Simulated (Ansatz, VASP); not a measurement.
## ZnCu: VASP beside Ansatz

INCAR

```
SYSTEM = ZnCu
ALGO = Normal
EDIFF = 1E-7
ENCUT = 520
GGA = PE
ISIF = 2
ISMEAR = -1
LASPH = .TRUE.
LCHARG = .TRUE.
LELF = .TRUE.
LREAL = .FALSE.
LVHAR = .TRUE.
LWAVE = .FALSE.
NBANDS = 18
NELM = 100
PREC = Accurate
SIGMA = 0.05
```

The input KPOINTS:

```
k-points
0
G
  10 10 10
  0 0 0
```

Contents of POSCAR:

```
ZnCu
1.0
    2.9450000000      0.0000000000      0.0000000000
    0.0000000000      2.9450000000      0.0000000000
    0.0000000000      0.0000000000      2.9450000000
Zn Cu
1 1
Direct
    0.5000000000      0.5000000000      0.5000000000
    0.0000000000      0.0000000000      0.0000000000
```

Input for Ansatz:

```yaml
crystal:
  lattice:
    - [2.945, 0.0, 0.0]
    - [0.0, 2.945, 0.0]
    - [0.0, 0.0, 2.945]
  atoms:
    - { symbol: Zn, position: [0.5, 0.5, 0.5] }
    - { symbol: Cu, position: [0.0, 0.0, 0.0] }
kpoints:
  mp_grid: { grid: [10, 10, 10] }
scf:
  occupations: { method: fermi_dirac, width: 0.05 }
hamiltonian:
  xc: pbe
  pseudopotentials: { kind: all_electron, lapw: { basis_error: 0.001 } }
output:
  forces: true
  stress: true
  eigenvalues: true
  populations: true
```

Alike in both runs: task single point; functional PBE; k mesh 10 × 10 × 10; occupations fermi-dirac, width 0.05 eV; no spin polarisation.

```csv
,VASP,Ansatz
version,VASP 6.6.1,Ansatz 0.2.0
potentials or method,"VASP PAW PBE potentials, release 64 (Zn, Cu), cutoff 520 eV","all-electron LAPW, scalar-relativistic"
```

Ansatz gave:

* pressure (GPa): 2.3

**Question.** Which values does VASP return?

**Answer.** Pressure (GPa): 2.9.

Ansatz ran all-electron here, and VASP with PAW potentials.
